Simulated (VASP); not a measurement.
# Co4HC in VASP: single point with PBEsol

Aim: the single point of Co4HC with PBEsol.

All numbers are computed with VASP 6.6.1; they aren't measurements. Logs are shortened: lines on timing, memory, paths and dates and some standing lists are left out, and cuts for length are marked.

### Step 1. The cell of the first run

The cell holds a slab with vacuum, 6 atoms: a = 2.456 Å, b = 2.456 Å, c = 26.054 Å, α = 90.00°, β = 90.00°, γ = 120.00°.

### Step 2. Single point, PBEsol, collinear spin, ferromagnetic start

File INCAR:

```
SYSTEM = Co4HC
PREC = Accurate ; ENCUT = 520
EDIFF = 1E-7 ; ISMEAR = 0
SIGMA = 0.1 ; LREAL = .False.
LASPH = .True. ; NELM = 150
ALGO = Normal ; ISIF = 2
LWAVE = .False. ; LCHARG = .False.
ISPIN = 2 ; MAGMOM = 1.94 1.89 1.88 1.92 1 0
LORBIT = 11 ; LMAXMIX = 4
LDIPOL = .True. ; IDIPOL = 3
DIPOL = 0.5 0.5 0.502 ; GGA = PS
NBANDS = 34
```

File KPOINTS:

```
Automatic mesh
0
Gamma
  12 12 1
  0 0 0
```

File POSCAR:

```
Co4HC
1.0
    2.4564222732      0.0000000000      0.0000000000
   -1.2282111366      2.1273240910      0.0000000000
    0.0000000000      0.0000000000     26.0541203316
Co C H
4 1 1
Direct
    0.6666666666      0.3333333333      0.3262439834
    0.3333333334      0.6666666667      0.4024202945
    0.6695788000      0.3391576000      0.4787870283
    0.3383040667      0.6766081334      0.5576854863
   -0.3281737691     -0.6563475382      0.6021729956
   -0.3277513960     -0.6555027920      0.6444845632
```

Potentials or basis: VASP PAW PBE potentials, release 64 (Co, C, H).

Launch:

```sh
$ cat potpaw_PBE.64/Co/POTCAR potpaw_PBE.64/C/POTCAR potpaw_PBE.64/H/POTCAR > POTCAR
$ mpirun -np 1 vasp_std > vasp.out
```

OUTCAR:

```text
SYSTEM = Co4HC
   PREC = Accurate
   ENCUT = 520
   EDIFF = 1E-7
   ISMEAR = 0
   LREAL = .False.
   LASPH = .True.
   NELM = 150
   ISIF = 2
   ISPIN = 2
   LORBIT = 11
   GGA = PS

 ion  position               nearest neighbor table
   1  0.667  0.333  0.326-   2 2.44   2 2.44   2 2.44
   2  0.333  0.667  0.402-   1 2.44   1 2.44   1 2.44   3 2.44   3 2.44   3 2.45
   3  0.670  0.339  0.479-   2 2.44   2 2.44   2 2.45   4 2.49   4 2.50   4 2.50
   4  0.338  0.677  0.558-   5 1.83   5 1.83   5 1.83   3 2.49   3 2.50   3 2.50
   5  0.672  0.344  0.602-   6 1.10   4 1.83   4 1.83   4 1.83
   6  0.672  0.344  0.644-   5 1.10

  LATTYP: Found a hexagonal cell.
 ALAT       =     2.4564222732
 C/A-ratio  =    10.6065315462

  Lattice vectors:

 A1 = (   2.4564222732,   0.0000000000,   0.0000000000)
 A2 = (  -1.2282111366,   2.1273240910,   0.0000000000)
 A3 = (   0.0000000000,   0.0000000000,  26.0541203316)

Analysis of symmetry for initial positions (statically):
=====================================================================
 Subroutine PRICEL returns:
 Original cell was already a primitive cell.

 Routine SETGRP: Setting up the symmetry group for a
 hexagonal supercell.

 Subroutine GETGRP returns: Found  2 space group operations
 (whereof  2 operations were pure point group operations)
 out of a pool of 24 trial point group operations.

The static configuration has the point symmetry C_1h.

Analysis of symmetry for dynamics (positions and initial velocities):
=====================================================================
 Subroutine PRICEL returns:
 Original cell was already a primitive cell.

 Routine SETGRP: Setting up the symmetry group for a
 hexagonal supercell.

 Subroutine GETGRP returns: Found  2 space group operations
 (whereof  2 operations were pure point group operations)
 out of a pool of 24 trial point group operations.

The dynamic configuration has the point symmetry C_1h.

Analysis of structural, dynamic, and magnetic symmetry:
=====================================================================
 Subroutine PRICEL returns:
 Original cell was already a primitive cell.

 Routine SETGRP: Setting up the symmetry group for a
 hexagonal supercell.

 Subroutine GETGRP returns: Found  2 space group operations
 (whereof  2 operations were pure point group operations)
 out of a pool of 24 trial point group operations.

The overall configuration has the point symmetry C_1h.

 Subroutine INISYM returns: Found  2 space group operations
 (whereof  2 operations are pure point group operations),
 and found     1 'primitive' translations

----------------------------------------------------------------------------------------

                                     Primitive cell

  volume of cell :     136.1486

  direct lattice vectors                    reciprocal lattice vectors
     2.456422273  0.000000000  0.000000000     0.407096130  0.235037060  0.000000000
    -1.228211137  2.127324091  0.000000000     0.000000000  0.470074120  0.000000000
     0.000000000  0.000000000 26.054120332     0.000000000  0.000000000  0.038381645

  length of vectors
     2.456422273  2.456422273 26.054120332     0.470074120  0.470074120  0.038381645

  position of ions in fractional coordinates (direct lattice)
     0.666666667  0.333333333  0.326243983
     0.333333333  0.666666667  0.402420294
     0.669578800  0.339157600  0.478787028
     0.338304067  0.676608133  0.557685486
     0.671826231  0.343652462  0.602172996
     0.672248604  0.344497208  0.644484563

  ion indices of the primitive-cell ions
   primitive index   ion index
                 1           1
                 2           2
                 3           3
                 4           4
                 5           5
                 6           6

----------------------------------------------------------------------------------------

[... 52 lines left out ...]
   number of dos      NEDOS =    301   number of ions     NIONS =      6
   total plane-waves  NPLWV =  63504
   dimension x,y,z NGX =    18 NGY =   18 NGZ =  196
   dimension x,y,z NGXF=    36 NGYF=   36 NGZF=  392
   ions per type =               4   1   1
   NGX,Y,Z   is equivalent  to a cutoff of  12.18, 12.18, 12.51 a.u.
   NGXF,Y,Z  is equivalent  to a cutoff of  24.36, 24.36, 25.01 a.u.
 SYSTEM =  Co4HC
   PREC   = accura    normal or accurate (medium, high low for compatibility)
   ISTART =      0    job   : 0-new  1-cont  2-samecut
   ICHARG =      2    charge: 1-file 2-atom 10-const
   ISPIN  =      2    spin polarized calculation?
   LNONCOLLINEAR =      F non collinear calculations
   LSORBIT =      F    spin-orbit coupling
   LASPH  =      T    aspherical Exc in radial PAW
   ENCUT  =  520.0 eV  38.22 Ry    6.18 a.u.   4.57  4.57 48.44*2*pi/ulx,y,z
   NELM   =    150;   NELMIN=  2; NELMDL= -5     # of ELM steps
   EDIFF  = 0.1E-06   stopping-criterion for ELM
   LREAL  =      F    real-space projection
   EDIFFG = 0.1E-05   stopping-criterion for IOM
   NSW    =      0    number of steps for IOM
   IBRION =     -1    ionic relax: 0-MD 1-quasi-New 2-CG
   NFREE  =      0    steps in history (QN), initial steepest desc. (CG)
   ISIF   =      2    stress and relaxation
   ISYM   =      2    0-nonsym 1-usesym 2-fastsym
   POTIM  = 0.5000    time-step for ionic-motion
   TEBEG  =    0.0;   TEEND  =   0.0 temperature during run
   PSTRESS=    0.0 pullay stress
   NELECT =      41.0000    total number of electrons
   NUPDOWN=      -1.0000    fix difference up-down
   EMIN   =  10.00;   EMAX   =-10.00  energy-range for DOS
   EFERMI =   0.00;   METHOD = LEGACY
   ISMEAR =     0;   SIGMA  =   0.10  broadening in eV -4-tet -1-fermi 0-gaus
   EFERMI_NEDOS =   21; number of points for ismear=-14 and -15
   IALGO  =     38    algorithm
   IMIX   =      4    mixing-type and parameters
     AMIX     =   0.40;   BMIX     =  1.00
     AMIX_MAG =   1.60;   BMIX_MAG =  1.00
  volume/ion in A,a.u.               =      22.69       153.13
  Fermi-wavevector in a.u.,A,eV,Ry     =   1.097316  2.073627 16.382811  1.204103
  Thomas-Fermi vector in A             =   2.233674
   LORBIT       =     11    0 simple, 1 ext, 2 COOP (PROOUT), +10 PAW based schemes
   GGA     = PS    functional components
   LHFCALC =     F    Hartree Fock is set to
   AEXX    =    0.0000 exact exchange contribution
   IVDW    =     0    specifies the selected vdW correction
   LEPSILON=     F    determine dielectric tensor
   LRPA    =     F    only Hartree local field effects (RPA)
 spin polarized calculation
 Gauss-broadening in eV      SIGMA  =   0.10
  energy-cutoff  :      520.00
  volume of cell :      136.15
 maximum number of plane-waves:      3722
   NGX =  9   NGY =  9   NGZ = 97

 dipolmoment           0.000000      0.000000      0.333406 electrons x Angstroem

 number of electron      40.9999983 magnetization       5.4282773

 dipolmoment           0.000000      0.000000     -0.060105 electrons x Angstroem

 Free energy of the ion-electron system (eV)
  ---------------------------------------------------
  ext. energy  EPLUGINS =         0.00000000
  ---------------------------------------------------
  free energy    TOTEN  =       -41.98438868 eV

  energy without entropy =      -41.96362534  energy(sigma->0) =      -41.97400701

 E-fermi :   1.2451     XC(G=0):  -5.6803

 val. band max:        1.2415240026   @ k =   0.1667   0.1667   0.0000
 cond. band min:       1.2493248303   @ k =   0.1667   0.0000   0.0000
 fundamental gap:      0.0078008277
 Fermi energy:         1.2450967339

 spin component 1

 k-point     1 :       0.0000    0.0000    0.0000
  band No.  band energies     occupation
      1     -13.8808      1.00000
      2      -8.0702      1.00000
      3      -7.1943      1.00000
      4      -5.5347      1.00000
      5      -4.2946      1.00000
      6      -2.0956      1.00000
[... 829 lines left out ...]
     31       9.5673      0.00000
     32      10.5170      0.00000

 [... further k-points ...]

 spin component 2

 k-point     1 :       0.0000    0.0000    0.0000
  band No.  band energies     occupation
      1     -13.8984      1.00000
      2      -8.0152      1.00000
      3      -7.1056      1.00000
      4      -5.3430      1.00000
      5      -3.6310      1.00000
      6      -1.5729      1.00000
[... 829 lines left out ...]
     31       9.8646      0.00000
     32      10.5632      0.00000

 [... further k-points ...]

 [bands above 32 left out]

------------------------ aborting loop because EDIFF is reached ----------------------------------------

 vacuum level on the upper side and lower side of the slab       (xc-potential included)        -1.023         1.018

  FORCE on cell =-STRESS in cart. coord.  units (eV):
  Direction    XX          YY          ZZ          XY          YZ          ZX
  --------------------------------------------------------------------------------------
  -------------------------------------------------------------------------------------
  Total        1.3918183      1.3560819     -0.6827103      0.0000000     -0.0843466      0.0000000
  in kB       16.3787226     15.9581810     -8.0340391      0.0000000     -0.9925791      0.0000000
  external PRESSURE =       8.1009548 kB  Pullay stress =       0.0000000 kB

 VOLUME and BASIS-vectors are now :
 -----------------------------------------------------------------------------
  energy-cutoff  :      520.00
  volume of cell :      136.15
      direct lattice vectors                 reciprocal lattice vectors
     2.456422273  0.000000000  0.000000000     0.407096130  0.235037060  0.000000000
    -1.228211137  2.127324091  0.000000000     0.000000000  0.470074120  0.000000000
     0.000000000  0.000000000 26.054120332     0.000000000  0.000000000  0.038381645

 POSITION                                       TOTAL-FORCE (eV/Angst)
 -----------------------------------------------------------------------------------
      1.22821      0.70911      8.50000         0.000000      0.002874      0.335063
      0.00000      1.41822     10.48471        -0.000000      0.013431     -0.298684
      1.22821      0.72150     12.47437        -0.000000     -0.002526     -0.016659
     -0.00000      1.43936     14.53000        -0.000000     -0.003698     -0.102874
      1.22821      0.73106     15.68909        -0.000000     -0.004810      0.061666
      1.22821      0.73286     16.79148        -0.000000     -0.005271      0.021489
 -----------------------------------------------------------------------------------
    total drift:                               -0.000001      0.000862     -0.002701

  FREE ENERGIE OF THE ION-ELECTRON SYSTEM (eV)
  ---------------------------------------------------
  free  energy   TOTEN  =       -41.9843886789 eV

  energy  without entropy=      -41.9636253367  energy(sigma->0) =      -41.97400701

 vacuum level on the upper side and lower side of the slab         4.284         6.365

 total charge

# of ion       s       p       d       tot
------------------------------------------
    1        0.495   0.429   7.252   8.176
    2        0.503   0.562   7.286   8.351
    3        0.509   0.558   7.265   8.332
    4        0.556   0.859   7.543   8.958
    5        0.886   1.528   0.000   2.414
    6        0.629   0.045   0.000   0.674
--------------------------------------------------
tot          3.577   3.982  29.346  36.905

 magnetization (x)

# of ion       s       p       d       tot
------------------------------------------
    1       -0.010  -0.034   1.727   1.683
    2       -0.015  -0.051   1.705   1.640
    3       -0.006  -0.035   1.626   1.585
    4        0.001  -0.018   0.585   0.568
    5       -0.004  -0.017   0.000  -0.021
    6       -0.001   0.000   0.000  -0.001
--------------------------------------------------
tot         -0.035  -0.155   5.644   5.454
```

Run time: 12 min. Hardware: 1 thread of Intel Xeon 6975P-C (Granite Rapids), shared host; peak memory 0.48 GiB.

Results:

| Property | Result |
| --- | --- |
| Free energy | -41.9844 eV |
| Largest force | 0.335 eV/Å |
| Net moment | 5.43 μB per cell |
| Site moments | Co +1.68, +1.64, +1.58, +0.57; C -0.02; H -0.00 μB |
| Valence electrons inside the program's atomic spheres | Co 8.18, 8.35, 8.33, 8.96; C 2.41; H 0.67 |

Forces in eV/Å, atoms in the order of the input:
```
Co   0.000  0.003  0.335
Co   0.000  0.013 -0.299
Co   0.000 -0.003 -0.017
Co   0.000 -0.004 -0.103
C    0.000 -0.005  0.062
H    0.000 -0.005  0.021
```

Levels at points of the mesh, in eV from the Fermi level:
Spin up:
```csv
k point,band 21,band 22,band 23,band 24,band 25,band 26
"(0.00, 0.00, 0.00)",-1.55,-1.10,-1.09,-0.90,-0.89,-0.30
"(0.50, 0.00, 0.00)",-0.53,-0.44,-0.31,1.21,1.92,3.07
"(0.00, 0.50, 0.00)",-0.53,-0.44,-0.31,1.19,1.92,3.10
```
Spin down:
```csv
k point,band 14,band 15,band 16,band 17,band 18,band 19,band 20,band 21
"(0.00, 0.00, 0.00)",-1.05,-1.05,-0.96,-0.96,-0.76,-0.75,-0.10,0.13
"(0.50, 0.00, 0.00)",-0.83,-0.59,-0.08,0.20,0.53,0.95,0.96,1.22
"(0.00, 0.50, 0.00)",-0.82,-0.60,-0.07,0.20,0.54,0.95,0.95,1.22
```

Caveat: the PAW data sets were made with another functional, which shifts forces and pressure a little.
